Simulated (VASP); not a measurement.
Wanted: the native input for a VASP 6.6.1 run.

- Task: single point
- Functional: r2SCAN
- Potentials or basis: VASP PAW PBE potentials, release 64 (Na_pv, H)
- Cutoff: 520 eV
- k mesh: 10 × 10 × 10
- Occupations: fermi-dirac, width 0.2 eV
- Spin: no spin polarisation
- Dipole correction: no
- Further INCAR settings: ALGO = Normal; EDIFF = 1e-06; NBANDS = 11

The system is NaH.

```
CELL_PARAMETERS angstrom
0.00000 2.35409 2.26157
2.35409 0.00000 2.26157
2.35409 2.35409 0.00000
ATOMIC_POSITIONS crystal
Na 0.00000 0.00000 0.00000
H 0.50000 0.50000 0.50000
```

This cell differs from its parent crystal: volume 12.533 Å^3 an atom, c/a of the conventional cell 0.9607.

One way to write it, as run:

POSCAR

```
NaH
1.0
    0.0000000000      2.3540864975      2.2615708981
    2.3540864975      0.0000000000      2.2615708981
    2.3540864975      2.3540864975      0.0000000000
Na H
1 1
Direct
    0.0000000000      0.0000000000      0.0000000000
    0.5000000000      0.5000000000      0.5000000000
```

INCAR.step1

```
PREC = Accurate ; ENCUT = 520
ISMEAR = -1 ; SIGMA = 0.2
LREAL = False ; LASPH = True
NELM = 100 ; NBANDS = 11
GGA = PE ; ALGO = Normal
EDIFF = 1E-4 ; LWAVE = True
LCHARG = False
```

INCAR.step2

```
PREC = Accurate ; ENCUT = 520
EDIFF = 1E-6 ; ISMEAR = -1
SIGMA = 0.2 ; LREAL = False
LASPH = True ; NELM = 100
ALGO = Normal ; ISIF = 2
LWAVE = False ; LCHARG = False
METAGGA = R2SCAN ; LMIXTAU = True
NBANDS = 11 ; ISTART = 1
```

KPOINTS

```
regular mesh
0
Gamma
  10 10 10
```

Potentials or basis: VASP PAW PBE potentials, release 64 (Na_pv, H).

Run with:

```bash
$ cat potpaw_PBE.64/Na_pv/POTCAR potpaw_PBE.64/H/POTCAR > POTCAR
$ cp INCAR.step1 INCAR
$ mpirun -np 1 vasp_std > vasp.out
$ cp INCAR.step2 INCAR
$ mpirun -np 1 vasp_std > vasp.out
```

Results of the run:

```json
{
 "Pressure": "2.7 GPa",
 "Band gap on the k mesh": "4.57 eV, indirect (least direct gap 5.47 eV)"
}
```

Caveat: the PAW data sets were made with another functional, which shifts forces and pressure a little.

Run time: 77 s on 1 thread of Intel(R) Xeon(R) Platinum 8259CL CPU @ 2.50GHz (Skylake/Cascade Lake), on a shared host, peak memory 0.15 GiB.
